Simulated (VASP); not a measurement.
Write the native input for VASP 6.6.1 that does the following.

| Quantity | Value |
| --- | --- |
| Task | single point |
| Functional | PBE |
| Potentials or basis | VASP PAW PBE potentials, release 64 (Nb_sv, Pd, Se) |
| Cutoff | 520 eV |
| k mesh | 4 × 4 × 4 |
| Occupations | gaussian, width 0.1 eV |
| Spin | collinear spin |
| Starting moments | [0.0, 0.0, 1.0, 0.0, 0.0, 0.0, 0.0, 0.0] μB |
| Dipole correction | no |
| Further INCAR settings | ALGO = Normal; EDIFF = 1e-06; NBANDS = 47 |

The structure of Nb2PdSe5 lies in POSCAR:

```
Nb2PdSe5
1.0
   -2.3963729560      3.6269333643      5.3062031531
    2.3963729560     -3.6269333643      5.3062031531
    2.3963729560      3.6269333643     -5.3062031531
Nb Pd Se
2 1 5
Direct
    0.3493475439      0.3493475439      0.0000000000
    0.6506524561      0.6506524561      0.0000000000
    0.5000000000      0.0000000000      0.5000000000
    0.2344174430      0.5000000000      0.7344174430
    0.7655825570      0.5000000000      0.2655825570
    0.2685607151      0.7685607151      0.5000000000
    0.7314392849      0.2314392849      0.5000000000
    0.0000000000      0.0000000000      0.0000000000
```

The cell was built from a structure type or drawn by symmetry, and may not be a known phase.

The input as run:

INCAR

```
SYSTEM = Nb2PdSe5
PREC = Accurate ; ENCUT = 520
EDIFF = 1E-6 ; ISMEAR = 0
SIGMA = 0.1 ; LREAL = .False.
LASPH = .True. ; NELM = 150
ALGO = Normal ; ISIF = 2
LWAVE = .False. ; LCHARG = .False.
ISPIN = 2 ; MAGMOM = 0 0 1 0 0 0 0 0
LORBIT = 11 ; LMAXMIX = 4
GGA = PE ; NBANDS = 47
```

KPOINTS

```
regular mesh
0
Gamma
  4 4 4
  0 0 0
```

Potentials or basis: VASP PAW PBE potentials, release 64 (Nb_sv, Pd, Se).

Launch:

```bash
$ cat potpaw_PBE.64/Nb_sv/POTCAR potpaw_PBE.64/Pd/POTCAR potpaw_PBE.64/Se/POTCAR > POTCAR
$ mpirun -np 1 vasp_std > vasp.out
```

Results of the run:

```yaml
Pressure: 0.2 GPa
Largest_force: 0.221 eV/Å
Band_gap_on_the_k_mesh: zero (filled and empty bands overlap)
Net_moment: 0.00 μB per cell
Valence_electrons_inside_the_program's_atomic_spheres: Nb 10.61; Pd 9.54; Se 3.80, 3.88, 3.67 (each value once)
```

Wall time 9.6 min on 1 thread of Intel(R) Xeon(R) Platinum 8259CL CPU @ 2.50GHz (Skylake/Cascade Lake), with other jobs on the host, peak memory 0.65 GiB.
